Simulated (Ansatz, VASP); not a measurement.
## Sn3Se: VASP beside Ansatz

The input POSCAR:

```
Sn3Se
1.0
    0.0000000000      3.7331380000      3.7331380000
    3.7331380000      0.0000000000      3.7331380000
    3.7331380000      3.7331380000      0.0000000000
Sn Se
3 1
Direct
    0.5000000000      0.5000000000      0.5000000000
    0.7500000000      0.7500000000      0.7500000000
    0.2500000000      0.2500000000      0.2500000000
    0.0000000000      0.0000000000      0.0000000000
```

Contents of INCAR.step1:

```
PREC     = Accurate       # precision mode
ENCUT    = 440            # plane-wave cutoff, eV
EDIFF    = 1E-5           # SCF threshold, eV
ISMEAR   = -1             # smearing method
SIGMA    = 0.05           # smearing width, eV
LREAL    = False          # projectors in reciprocal space
LASPH    = True           # aspherical terms in the spheres
NELM     = 120            # most SCF steps
ALGO     = Normal         # electronic algorithm
ISIF     = 2              # what is computed and relaxed
LWAVE    = True           # write WAVECAR
GGA      = PE             # functional
NBANDS   = 32             # bands
GGA_COMPAT= False
```

File INCAR.step2:

```
PREC     = Accurate       # precision mode
ENCUT    = 440            # plane-wave cutoff, eV
EDIFF    = 1E-6           # SCF threshold, eV
ISMEAR   = -1             # smearing method
SIGMA    = 0.05           # smearing width, eV
LREAL    = False          # projectors in reciprocal space
LASPH    = True           # aspherical terms in the spheres
NELM     = 120            # most SCF steps
ALGO     = Normal         # electronic algorithm
ISIF     = 2              # what is computed and relaxed
LWAVE    = False          # write WAVECAR
LCHARG   = True           # write CHGCAR
METAGGA  = R2SCAN         # meta-GGA
LHFCALC  = True           # exact exchange
AEXX     = 0.5            # exact-exchange fraction
LMIXTAU  = True         
PRECFOCK = Normal       
LELF     = True           # ELF
LVHAR    = True         
ISTART   = 1            
NBANDS   = 32             # bands
GGA_COMPAT= False
```

KPOINTS

```
regular mesh
0
Gamma
  4 4 4
```

input.yaml

```yaml
crystal:
  lattice:
    - [0.0, 3.733138, 3.733138]
    - [3.733138, 0.0, 3.733138]
    - [3.733138, 3.733138, 0.0]
  atoms:
    - { symbol: Sn, position: [0.5, 0.5, 0.5] }
    - { symbol: Sn, position: [0.75, 0.75, 0.75] }
    - { symbol: Sn, position: [0.25, 0.25, 0.25] }
    - { symbol: Se, position: [0.0, 0.0, 0.0] }
hamiltonian:
  xc: { exchange: r2scan, correlation: r2scan, exx: { coeff: 0.5 } }
  pseudopotentials: { kind: paw }
kpoints:
  mp_grid: { grid: [4, 4, 4] }
scf:
  occupations: { method: fermi_dirac, width: 0.05 }
output:
  forces: true
  stress: true
  eigenvalues: true
  write_density: true
  write_potential: true
  elf: true
  volumetric_format: npy
```

Alike in both runs: task single point; functional r2SCAN-based global hybrid with a share of 0.5 of exact exchange; k mesh 4 × 4 × 4; occupations fermi-dirac, width 0.05 eV; no spin polarisation.

|  | VASP | Ansatz |
| --- | --- | --- |
| version | VASP 6.6.1 | Ansatz 0.2.0 |
| potentials or method | VASP PAW PBE potentials, release 64 (Sn_d, Se) | Ansatz PAW |
| plane-wave cutoff (eV) | 440 | 500 |
| valence electrons in the cell | 48 | 58 |

|  | VASP | Ansatz | Ansatz less VASP |
| --- | --- | --- | --- |
| gap on the k mesh at the Fermi level (eV) | none | none | - |
| pressure (GPa) | -4.6 | -4.2 | +0.49 |

VASP's potentials were made for PBE, not for r2SCAN-based global hybrid. A gap of «none» marks a metal or a gap that the smearing closes. With one functional, cell and mesh, what is left measures potentials, basis and numerics. VASP's potentials hold 48 valence electrons a cell and Ansatz's 58, so a difference there can come from the potentials and not from the codes.

The k mesh is coarse, so the values compare programs but aren't converged.
